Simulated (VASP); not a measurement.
The system is NaRu3W4.

```xyz
8
Lattice="-3.1799 3.1799 3.1799 3.1799 -3.1799 3.1799 3.1799 3.1799 -3.1799" Properties=species:S:1:pos:R:3 pbc="T T T"
Na    0.0000    0.0000    0.0000
Ru    3.1799    0.0000    0.0000
Ru    0.0000    3.1799    0.0000
Ru    0.0000    0.0000    3.1799
W     1.5899    1.5899    1.5899
W     1.5899    1.5899   -1.5899
W     1.5899   -1.5899    1.5899
W    -1.5899    1.5899    1.5899
```

The cell was built from a structure type or drawn by symmetry, and may not be a known phase.

| Item | Value |
| --- | --- |
| Program | VASP 6.6.1 |
| Task | relaxation of cell and atoms |
| Functional | PBE |
| Potentials or basis | VASP PAW PBE potentials, release 64 (Na_pv, Ru_pv, W_sv) |
| Cutoff | 600 eV |
| k mesh | 4 × 4 × 4 |
| Occupations | gaussian, width 0.1 eV |
| Spin | no spin polarisation |

At the start: pressure -9.5 GPa; volume 16.08 Å³/atom.

Problem. Where does the relaxation end?

Solution. Over 3 steps the energy falls by 20.9 meV/atom and the volume is 15.42 Å³/atom (-4.1 %); space group Im-3m (No. 229, to 0.1 Å) before and after.

The path:
| step | energy change (eV) | largest force (eV/Å) | pressure (GPa) | volume (Å³) |
| --- | --- | --- | --- | --- |
| 1 | 0.0000 | 0.0000 | -9.51 | 128.62 |
| 2 | 0.8239 | 0.0000 | 30.09 | 111.66 |
| 3 | -0.1669 | 0.0000 | -0.37 | 123.40 |

Final structure:
```
CELL_PARAMETERS angstrom
-3.13629 3.13629 3.13629
3.13629 -3.13629 3.13629
3.13629 3.13629 -3.13629
ATOMIC_POSITIONS crystal
Na 0.00000 0.00000 0.00000
Ru 0.00000 0.50000 0.50000
Ru 0.50000 0.00000 0.50000
Ru 0.50000 0.50000 0.00000
W 0.50000 0.50000 0.50000
W 0.00000 0.00000 0.50000
W 0.00000 0.50000 0.00000
W 0.50000 0.00000 0.00000
```
